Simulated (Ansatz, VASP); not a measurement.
**One calculation of Ir3C, two programs**

The input INCAR:

```
ALGO = Normal
DIPOL = 0.5 0.5 0.332
EDIFF = 1E-7
ENCUT = 520
IDIPOL = 3
ISIF = 2
ISMEAR = 0
ISPIN = 2
LASPH = True
LCHARG = True
LDIPOL = True
LELF = True
LMAXMIX = 4
LORBIT = 11
LREAL = False
LVACPOTAV = True
LVHAR = True
LWAVE = False
MAGMOM = 0 0 0 2
NBANDS = 28
NELM = 150
PREC = Accurate
SIGMA = 0.1
```

Contents of KPOINTS:

```
k-points
0
Gamma
  10 10 1
```

POSCAR

```
Ir3C
1.0
    2.6946510889      0.0000000000      0.0000000000
    0.0000000000      2.6946510889      0.0000000000
    0.0000000000      0.0000000000     20.6339620658
Ir C
3 1
Direct
    0.5000000000      0.5000000000      0.1938551591
    0.0000000000      0.0000000000      0.2819107364
    0.5000000000      0.5000000000      0.3699707328
    0.5000000000      0.5000000000      0.4828913630
```

Input for Ansatz:

```yaml
crystal:
  lattice:
    - [2.6946510889, 0.0, 0.0]
    - [0.0, 2.6946510889, 0.0]
    - [0.0, 0.0, 20.6339620658]
  atoms:
    - { symbol: Ir, position: [0.5, 0.5, 0.1938551591] }
    - { symbol: Ir, position: [0.0, 0.0, 0.2819107364] }
    - { symbol: Ir, position: [0.5, 0.5, 0.3699707328] }
    - { symbol: C, position: [0.5, 0.5, 0.482891363], spin: 2.0 }
basis:
  ecutwfc: 420
kpoints:
  mp_grid: { grid: [10, 10, 1] }
hamiltonian:
  xc: lda
  pseudopotentials: { kind: paw, azcp: { folder: soft_1 } }
scf:
  occupations: { method: gaussian, width: 0.1 }
output:
  forces: true
  eigenvalues: true
  populations: true
magnetization:
  spin_polarized: true
efield:
  axis: 3
  dipole_correction: true
  ramp_width: 0.04
```

Alike in both runs: task single point; functional LDA; k mesh 10 × 10 × 1; occupations gaussian, width 0.1 eV; collinear spin.

|  | VASP | Ansatz |
| --- | --- | --- |
| version | VASP 6.6.1 | Ansatz 0.2.0 |
| potentials or method | VASP PAW LDA potentials, release 64 (Ir, C), cutoff 520 eV | scalar-relativistic, plane waves, PAW |
| valence electrons in the cell | 31 | 55 |

```tsv
	VASP	Ansatz	Ansatz less VASP
gap on the k mesh at the Fermi level (eV)	none	none	-
rms of the force components (eV/Å)	1.369	1.347	-0.0219
net moment per atom (μB)	0.00	0.00	0.000
work function, face that differs most (eV)	5.79	5.80	+0.007
```

Ansatz warns that its potentials were made for another functional, while VASP's fit it. LDA's correlation is that of Perdew and Zunger in VASP and of Perdew and Wang (1992) in Ansatz. Atom by atom the forces differ by 0.057 eV/Å (rms over components). A gap of «none» marks a metal or a gap that the smearing closes. VASP's potentials hold 31 valence electrons a cell and Ansatz's 55, so a difference there can come from the potentials and not from the codes. Ansatz's warnings: seeded moment not kept.

Spin-orbit coupling is off throughout.
